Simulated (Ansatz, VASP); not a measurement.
One calculation of NaCl, two programs

INCAR

```
PREC = Accurate
ENCUT = 520
EDIFF = 1E-6
ISMEAR = 0
SIGMA = 0.05
LREAL = F
LASPH = T
NELM = 80
ALGO = Normal
ISIF = 2
LWAVE = F
LCHARG = T
GGA = PS
LELF = T
LVHAR = T
NBANDS = 14
```

File KPOINTS:

```
regular mesh
0
Gamma
  8 8 8
```

File POSCAR:

```
NaCl
1.0
    0.0000000000      2.6052100000      3.0582900000
    2.6052100000      0.0000000000      3.0582900000
    2.6052100000      2.6052100000      0.0000000000
Na Cl
1 1
Direct
    0.0000000000      0.0000000000      0.0000000000
    0.5000000000      0.5000000000      0.5000000000
```

Input for Ansatz:

```yaml
crystal:
  lattice:
    - [0.0, 2.60521, 3.05829]
    - [2.60521, 0.0, 3.05829]
    - [2.60521, 2.60521, 0.0]
  atoms:
    - { symbol: Na, position: [0.0, 0.0, 0.0] }
    - { symbol: Cl, position: [0.5, 0.5, 0.5] }
basis:
  ecutwfc: 420
kpoints:
  mp_grid: { grid: [8, 8, 8] }
hamiltonian:
  xc: pbesol
scf:
  occupations: { method: gaussian, width: 0.05 }
output:
  forces: true
  stress: true
  eigenvalues: true
```

Change from the starting cell: strain -0.080 along x and y, +0.080 along z, atoms carried along.

Alike in both runs: task single point; functional PBEsol; k mesh 8 × 8 × 8; occupations gaussian, width 0.05 eV; no spin polarisation.

|  | VASP | Ansatz |
| --- | --- | --- |
| version | VASP 6.6.1 | Ansatz 0.2.0 |
| potentials or method | VASP PAW PBE potentials, release 64 (Na_pv, Cl), cutoff 520 eV | scalar-relativistic, plane waves, PAW |
| valence electrons in the cell | 14 | 16 |

Ansatz gave:

```
gap on the k mesh at the Fermi level (eV)                     : 5.24
least direct gap on the mesh (eV)                             : 5.24
pressure (GPa)                                                : 3.6
traceless stress, the component that is largest in VASP (GPa) : -5.32
```

Which values does VASP return?

gap on the k mesh at the Fermi level (eV): 5.23; least direct gap on the mesh (eV): 5.23; pressure (GPa): 3.6; traceless stress, the component that is largest in VASP (GPa): -5.42.

VASP's potentials were made for PBE, not for PBEsol. VASP's potentials hold 14 valence electrons a cell and Ansatz's 16, so a difference there can come from the potentials and not from the codes.
